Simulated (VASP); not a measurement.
# Ti (P6_3/mmc) in VASP: a series of runs

The runs below take Ti through single point, with PBEsol.

Program: VASP 6.6.1. These are calculated values, not measurements. Logs are shortened: lines on timing, memory, paths and dates and some standing lists are left out, and cuts for length are marked.

**1. The cell of the first run**

It takes space group P6_3/mmc (No. 194, hexagonal). Conventional cell: a = 3.178 Å, b = 3.178 Å, c = 4.038 Å, α = 90.00°, β = 90.00°, γ = 120.00°. Ti (site symmetry -6m2) has 12 Ti at 2.73 to 3.18 Å within 3.6 Å.

**2. Single point, PBEsol**

File INCAR:

```
PREC     = Accurate       # precision mode
ENCUT    = 520            # plane-wave cutoff, eV
EDIFF    = 1E-6           # SCF threshold, eV
ISMEAR   = 0              # smearing method
SIGMA    = 0.15           # smearing width, eV
LREAL    = F              # projectors in reciprocal space
LASPH    = T              # aspherical terms in the spheres
NELM     = 100            # most SCF steps
ALGO     = Fast           # electronic algorithm
ISIF     = 2              # what is computed and relaxed
LWAVE    = F              # write WAVECAR
LCHARG   = F              # write CHGCAR
GGA      = PS             # functional
NBANDS   = 19             # bands
```

File KPOINTS:

```
regular mesh
0
Gamma
  24 24 12
```

File POSCAR:

```
Ti
1.0
    3.1777888630      0.0000000000      0.0000000000
   -1.5888944315      2.7520458832      0.0000000000
    0.0000000000      0.0000000000      4.0382723830
Ti
2
Direct
    0.3333333333      0.6666666667      0.2500000000
    0.6666666667      0.3333333333      0.7500000000
```

Potentials or basis: VASP PAW PBE potentials, release 64 (Ti_sv).

Launch:

```
$ cat potpaw_PBE.64/Ti_sv/POTCAR > POTCAR
$ mpirun -np 1 vasp_std > vasp.out
```

OUTCAR:

```text
PREC = Accurate
   ENCUT = 520
   EDIFF = 1E-6
   ISMEAR = 0
   LREAL = F
   LASPH = T
   NELM = 100
   ISIF = 2
   GGA = PS

 ion  position               nearest neighbor table
   1  0.333  0.667  0.250-   2 2.73   2 2.73   2 2.73   2 2.73   2 2.73   2 2.73
   2  0.667  0.333  0.750-   1 2.73   1 2.73   1 2.73   1 2.73   1 2.73   1 2.73

  LATTYP: Found a hexagonal cell.
 ALAT       =     3.1777888630
 C/A-ratio  =     1.2707805827

  Lattice vectors:

 A1 = (   3.1777888630,   0.0000000000,   0.0000000000)
 A2 = (  -1.5888944315,   2.7520458832,   0.0000000000)
 A3 = (   0.0000000000,   0.0000000000,   4.0382723830)

Analysis of symmetry for initial positions (statically):
=====================================================================
 Subroutine PRICEL returns:
 Original cell was already a primitive cell.

 Routine SETGRP: Setting up the symmetry group for a
 hexagonal supercell.

 Subroutine GETGRP returns: Found 24 space group operations
 (whereof 12 operations were pure point group operations)
 out of a pool of 24 trial point group operations.

The static configuration has the point symmetry D_3d.
 The point group associated with its full space group is D_6h.

Analysis of symmetry for dynamics (positions and initial velocities):
=====================================================================
 Subroutine PRICEL returns:
 Original cell was already a primitive cell.

 Routine SETGRP: Setting up the symmetry group for a
 hexagonal supercell.

 Subroutine GETGRP returns: Found 24 space group operations
 (whereof 12 operations were pure point group operations)
 out of a pool of 24 trial point group operations.

The dynamic configuration has the point symmetry D_3d.
 The point group associated with its full space group is D_6h.

 Subroutine INISYM returns: Found 24 space group operations
 (whereof 12 operations are pure point group operations),
 and found     1 'primitive' translations

----------------------------------------------------------------------------------------

                                     Primitive cell

  volume of cell :      35.3164

[... 74 lines left out ...]
   dimension x,y,z NGXF=    48 NGYF=   48 NGZF=   60
   ions per type =               2
   NGX,Y,Z   is equivalent  to a cutoff of  12.56, 12.56, 12.35 a.u.
   NGXF,Y,Z  is equivalent  to a cutoff of  25.11, 25.11, 24.70 a.u.
 SYSTEM =  unknown system
   PREC   = accura    normal or accurate (medium, high low for compatibility)
   ISTART =      0    job   : 0-new  1-cont  2-samecut
   ICHARG =      2    charge: 1-file 2-atom 10-const
   ISPIN  =      1    spin polarized calculation?
   LNONCOLLINEAR =      F non collinear calculations
   LSORBIT =      F    spin-orbit coupling
   LASPH  =      T    aspherical Exc in radial PAW
   ENCUT  =  520.0 eV  38.22 Ry    6.18 a.u.   5.91  5.91  7.51*2*pi/ulx,y,z
   NELM   =    100;   NELMIN=  2; NELMDL= -5     # of ELM steps
   EDIFF  = 0.1E-05   stopping-criterion for ELM
   LREAL  =      F    real-space projection
[... 7 lines left out ...]
   TEBEG  =    0.0;   TEEND  =   0.0 temperature during run
   PSTRESS=    0.0 pullay stress
   NELECT =      24.0000    total number of electrons
   NUPDOWN=      -1.0000    fix difference up-down
   EMIN   =  10.00;   EMAX   =-10.00  energy-range for DOS
   EFERMI =   0.00;   METHOD = LEGACY
   ISMEAR =     0;   SIGMA  =   0.15  broadening in eV -4-tet -1-fermi 0-gaus
   EFERMI_NEDOS =   21; number of points for ismear=-14 and -15
   IALGO  =     68    algorithm
   IMIX   =      4    mixing-type and parameters
     AMIX     =   0.40;   BMIX     =  1.00
     AMIX_MAG =   1.60;   BMIX_MAG =  1.00
  volume/ion in A,a.u.               =      17.66       119.16
  Fermi-wavevector in a.u.,A,eV,Ry     =   1.439306  2.719894 28.185854  2.071602
  Thomas-Fermi vector in A             =   2.558176
   LORBIT       =      0    0 simple, 1 ext, 2 COOP (PROOUT), +10 PAW based schemes
   GGA     = PS    functional components
   LHFCALC =     F    Hartree Fock is set to
   AEXX    =    0.0000 exact exchange contribution
   IVDW    =     0    specifies the selected vdW correction
   LEPSILON=     F    determine dielectric tensor
   LRPA    =     F    only Hartree local field effects (RPA)
 non-spin polarized calculation
 RMM-DIIS sequential band-by-band and
 Gauss-broadening in eV      SIGMA  =   0.15
  energy-cutoff  :      520.00
  volume of cell :       35.32
 maximum number of plane-waves:       964
 NGX is ok and might be reduce to    24

 number of electron      24.0000005 magnetization

 Free energy of the ion-electron system (eV)
  ---------------------------------------------------
  ext. energy  EPLUGINS =         0.00000000
  ---------------------------------------------------
  free energy    TOTEN  =       -16.36115257 eV

  energy without entropy =      -16.33323570  energy(sigma->0) =      -16.34719413

 E-fermi :   7.8709     XC(G=0): -11.5314

 val. band max:        7.8708911390   @ k =   0.3333   0.2500   0.4167
 cond. band min:       7.8717443471   @ k =   0.0833  -0.0000   0.1667
 fundamental gap:      0.0008532081
 Fermi energy:         7.8709163287

 k-point     1 :       0.0000    0.0000    0.0000
  band No.  band energies     occupation
      1     -48.6807      2.00000
      2     -48.4272      2.00000
      3     -25.4395      2.00000
      4     -24.8892      2.00000
      5     -24.8892      2.00000
      6     -24.6316      2.00000
[... 505 lines left out ...]
      6     -24.8666      2.00000
[... 11 lines left out ...]
     18      11.8130      0.00000
     19      12.0292      0.00000

 [... further k-points ...]

------------------------ aborting loop because EDIFF is reached ----------------------------------------

  FORCE on cell =-STRESS in cart. coord.  units (eV):
  Direction    XX          YY          ZZ          XY          YZ          ZX
  --------------------------------------------------------------------------------------
  -------------------------------------------------------------------------------------
  Total       -2.1859203     -2.1859203      1.2218677     -0.0000000      0.0000000      0.0000000
  in kB      -99.1673246    -99.1673246     55.4317308     -0.0000000      0.0000000      0.0000000
  external PRESSURE =     -47.6343062 kB  Pullay stress =       0.0000000 kB

 VOLUME and BASIS-vectors are now :
 -----------------------------------------------------------------------------
  energy-cutoff  :      520.00
  volume of cell :       35.32
      direct lattice vectors                 reciprocal lattice vectors
     3.177788863  0.000000000  0.000000000     0.314684217  0.181683017  0.000000000
    -1.588894431  2.752045883  0.000000000     0.000000000  0.363366035  0.000000000
     0.000000000  0.000000000  4.038272383     0.000000000  0.000000000  0.247630646

 POSITION                                       TOTAL-FORCE (eV/Angst)
 -----------------------------------------------------------------------------------
     -0.00000      1.83470      1.00957        -0.000000      0.000000      0.000000
      1.58889      0.91735      3.02870         0.000000     -0.000000      0.000000
 -----------------------------------------------------------------------------------
    total drift:                                0.000000     -0.000000      0.000000

  FREE ENERGIE OF THE ION-ELECTRON SYSTEM (eV)
  ---------------------------------------------------
  free  energy   TOTEN  =       -16.3611525658 eV

  energy  without entropy=      -16.3332356973  energy(sigma->0) =      -16.34719413
```

stdout:

```text
POSCAR found type information on POSCAR Ti
 POSCAR found :  1 types and       2 ions
 scaLAPACK will be used
 -----------------------------------------------------------------------------
|                                                                             |
|                                                                             |
|     You enforced a specific xc type in the INCAR file but a different       |
[... 19 lines left out ...]
WARNING in EDDRMM: call to ZHEGV failed, returncode =   8  4      3
WARNING in EDDRMM: call to ZHEGV failed, returncode =   6  3      6
WARNING in EDDRMM: call to ZHEGV failed, returncode =   6  3     10
WARNING in EDDRMM: call to ZHEGV failed, returncode =   8  4      4
WARNING in EDDRMM: call to ZHEGV failed, returncode =   8  4      3
WARNING in EDDRMM: call to ZHEGV failed, returncode =   6  3      5
WARNING in EDDRMM: call to ZHEGV failed, returncode =   8  4     10
```

It took 13 min on 1 thread of Intel Xeon 8259CL, shared host; peak memory 0.33 GiB.

What came out:

- Free energy: -16.3612 eV
- Pressure: -4.8 GPa
- Band gap on the k mesh: zero (bands 12 and 13 overlap by 0.92 eV)

Caveat: the cell stands under tension; the PAW data sets were made with another functional, which shifts forces and pressure a little.

**3. Single point, PBEsol**

This run uses another cell than the first one, of the same volume but with other edges.

File INCAR:

```
  PREC = Accurate
  ENCUT = 520
  EDIFF = 1E-6
  ISMEAR = 0
  SIGMA = 0.15
  LREAL = False
  LASPH = True
  NELM = 60
  ALGO = Fast
  ISIF = 2
  LWAVE = False
  LCHARG = True
  GGA = PS
  LELF = True
  LVHAR = True
  NBANDS = 19
```

File KPOINTS:

```
Automatic mesh
0
Gamma
  24 24 12
```

File POSCAR:

```
Ti
1.0
    2.7029660044      0.0000000000      0.0000000000
   -1.3514830022      2.3408372254      0.0000000000
    0.0000000000      0.0000000000      5.5816746605
Ti
2
Direct
    0.3333333333      0.6666666667      0.2500000000
    0.6666666667      0.3333333333      0.7500000000
```

Potentials or basis: VASP PAW PBE potentials, release 64 (Ti_sv).

Launch:

```
$ cat potpaw_PBE.64/Ti_sv/POTCAR > POTCAR
$ mpirun -np 1 vasp_std > vasp.out
```

Run time: 16 min. Hardware: 1 thread of Intel Xeon 8259CL, shared host; peak memory 0.33 GiB.

The run converged. Its results:

```
Free energy            : -16.2477 eV
Pressure               : -5.4 GPa
Band gap on the k mesh : zero (bands 12 and 13 overlap by 0.11 eV)
```

Stress tensor (GPa, compression positive):
```
  0.51   0.00   0.00
  0.00   0.51   0.00
  0.00   0.00 -17.16
```

Levels at points of the mesh, in eV from the Fermi level:
| k point | band 8 | band 9 | band 10 | band 11 | band 12 | band 13 | band 14 | band 15 | band 16 | band 17 |
| --- | --- | --- | --- | --- | --- | --- | --- | --- | --- | --- |
| (0.00, 0.00, 0.00) | -32.14 | -5.95 | -2.97 | -0.97 | -0.49 | 1.14 | 1.14 | 1.30 | 1.30 | 3.02 |
| (0.50, 0.00, 0.00) | -32.36 | -2.16 | -2.12 | -1.80 | -0.12 | 0.64 | 0.77 | 1.95 | 3.31 | 4.49 |
| (0.00, 0.00, 0.50) | -32.15 | -4.67 | -4.67 | -0.80 | -0.80 | 1.20 | 1.20 | 1.20 | 1.20 | 3.32 |
| (0.50, 0.00, 0.50) | -32.38 | -2.36 | -2.36 | -1.16 | -1.16 | 1.94 | 1.94 | 2.57 | 2.57 | 3.57 |

Caveat: the cell stands under tension; the PAW data sets were made with another functional, which shifts forces and pressure a little.
